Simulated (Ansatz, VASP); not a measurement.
One calculation of OsO3, two programs

```
CELL_PARAMETERS angstrom
-2.07971 2.07971 2.07971
2.07971 -2.07971 2.07971
2.07971 2.07971 -2.07971
ATOMIC_POSITIONS crystal
Os 0.00000 0.00000 0.00000
O 0.00000 0.50000 0.50000
O 0.50000 0.00000 0.50000
O 0.50000 0.50000 0.00000
```

Alike in both runs: functional PBE; k mesh 6 × 6 × 6; occupations gaussian, width 0.1 eV; collinear spin.

Ansatz relaxed the structure, and its values are those at the end. VASP's run is a single point on that final structure, the one shown.

```csv
,VASP,Ansatz
version,VASP 6.6.1,Ansatz 0.2.0
potentials or method,"VASP PAW PBE potentials, release 64 (Os_sv_GW, O), cutoff 600 eV","scalar-relativistic, plane waves, PAW"
valence electrons in the cell,34,34
```

```tsv
	VASP	Ansatz	Ansatz less VASP
gap on the k mesh at the Fermi level (eV)	none	none	-
pressure (GPa)	-0.2	0.0	+0.20
net moment per atom (μB)	0.00	0.00	0.000
```

A gap of «none» marks a metal or a gap that the smearing closes. With one functional, cell and mesh, what is left measures potentials, basis and numerics. Ansatz's warnings: seeded moment not kept.

Neither program's run includes spin-orbit coupling.
